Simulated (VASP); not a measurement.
A run of VASP 6.6.1:

Contents of INCAR:

```
SYSTEM = Nb
PREC = Accurate
ENCUT = 520
EDIFF = 1E-7
ISMEAR = 0
SIGMA = 0.15
LREAL = .FALSE.
LASPH = .TRUE.
NELM = 80
ALGO = Fast
ISIF = 2
LWAVE = .FALSE.
LCHARG = .FALSE.
GGA = PS
NBANDS = 12
```

The input KPOINTS:

```
regular mesh
0
G
  20 20 20
  0 0 0
```

File POSCAR:

```
Nb
1.0
    0.0000000000      2.1996000000      2.2842000000
    2.1996000000      0.0000000000      2.2842000000
    2.1996000000      2.1996000000      0.0000000000
Nb
1
Direct
    0.0000000000      0.0000000000      0.0000000000
```

Potentials or basis: VASP PAW PBE potentials, release 64 (Nb_sv).

Run with:

```bash
$ cat potpaw_PBE.64/Nb_sv/POTCAR > POTCAR
$ mpirun -np 1 vasp_std > vasp.out
```

Hardware: 1 thread of Intel Xeon 8259CL, with other jobs on the host.

Question: How long does it take, and how much memory?

Answer: Run time: 5.6 min on 1 thread of Intel Xeon 8259CL (shared host), peak memory 0.28 GiB. Counts: scf iterations 23, k points 641.
